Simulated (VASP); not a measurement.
Set up this calculation in VASP 6.6.1, as the native input.

* Task: single point
* Functional: PBE
* Potentials or basis: VASP PAW PBE potentials, release 64 (Ge_d)
* Cutoff: 520 eV
* k mesh: 14 × 14 × 14
* Occupations: gaussian, width 0.15 eV
* Spin: no spin polarisation
* Dipole correction: no
* Further INCAR settings: ALGO = Normal; EDIFF = 1e-07; NBANDS = 21

The structure of Ge lies in POSCAR:

```
Ge
1.0
    0.0000000000      2.8805347716      2.8805347716
    2.8805347716      0.0000000000      2.8805347716
    2.8805347716      2.8805347716      0.0000000000
Ge
2
Direct
    0.5000000000      0.5000000000      0.5000000000
    0.7500000000      0.7500000000      0.7500000000
```

One way to write it, as run:

INCAR

```
SYSTEM = Ge
PREC = Accurate
ENCUT = 520
EDIFF = 1E-7
ISMEAR = 0
SIGMA = 0.15
LREAL = .FALSE.
LASPH = .TRUE.
NELM = 100
ALGO = Normal
ISIF = 2
LWAVE = .FALSE.
LCHARG = .FALSE.
GGA = PE
NBANDS = 21
```

KPOINTS

```
Automatic mesh
0
G
  14 14 14
  0 0 0
```

Potentials or basis: VASP PAW PBE potentials, release 64 (Ge_d).

Run with:

```bash
$ cat potpaw_PBE.64/Ge_d/POTCAR > POTCAR
$ mpirun -np 1 vasp_std > vasp.out
```

It gave:

```yaml
Pressure: -0.1 GPa
Band_gap_on_the_k_mesh: zero (filled and empty bands touch)
```

Run time: 38 s on 1 thread of Intel(R) Xeon(R) Platinum 8559C (Emerald Rapids), with other jobs on the host, peak memory 0.22 GiB.
